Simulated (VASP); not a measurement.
A run of VASP 6.6.1:

The input INCAR:

```
SYSTEM = Ta
PREC = Accurate
ENCUT = 520
EDIFF = 1E-6
ISMEAR = -1
SIGMA = 0.05
LREAL = .False.
LASPH = .True.
NELM = 80
ALGO = Normal
ISIF = 2
LWAVE = .False.
LCHARG = .False.
GGA = PS
NBANDS = 12
```

The input KPOINTS:

```
Automatic mesh
0
Gamma
  15 15 15
  0 0 0
```

Contents of POSCAR:

```
Ta
1.0
   -1.6457572832      1.6457572832      1.6457572832
    1.6457572832     -1.6457572832      1.6457572832
    1.6457572832      1.6457572832     -1.6457572832
Ta
1
Direct
    0.0000000000      0.0000000000      0.0000000000
```

Potentials or basis: VASP PAW PBE potentials, release 64 (Ta_pv).

Command:

```console
$ cat potpaw_PBE.64/Ta_pv/POTCAR > POTCAR
$ mpirun -np 1 vasp_std > vasp.out
```

Hardware: 1 thread of Intel Xeon 6975P-C, on a shared host.

**Question.** How long does it take, and how much memory?

**Answer.** It took 9.2 s on 1 thread of Intel Xeon 6975P-C (shared host), peak memory 0.16 GiB. Counts: scf iterations 11, k points 120.
